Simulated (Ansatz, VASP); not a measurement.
## Sr in VASP and in Ansatz

```
CELL_PARAMETERS angstrom
-2.36542 2.34842 2.28450
2.36542 -2.34711 2.28319
2.36542 2.34711 -2.28319
ATOMIC_POSITIONS crystal
Sr 0.00000 0.00000 0.00000
```

Alike in both runs: task single point; functional PBE; k mesh 12 × 12 × 12; occupations gaussian, width 0.1 eV; no spin polarisation.

|  | VASP | Ansatz |
| --- | --- | --- |
| version | VASP 6.6.1 | Ansatz 0.2.0 |
| potentials or method | VASP PAW PBE potentials, release 64 (Sr_sv), cutoff 520 eV | scalar-relativistic, plane waves, PAW |
| valence electrons in the cell | 10 | 10 |

|  | VASP | Ansatz | Ansatz less VASP |
| --- | --- | --- | --- |
| gap on the k mesh at the Fermi level (eV) | none | none | - |
| pressure (GPa) | 0.8 | 0.8 | -0.01 |
| traceless stress, the component that is largest in VASP (GPa) | 0.12 | 0.12 | -0.002 |

A gap of «none» marks a metal or a gap that the smearing closes. With one functional, cell and mesh, what is left measures potentials, basis and numerics.
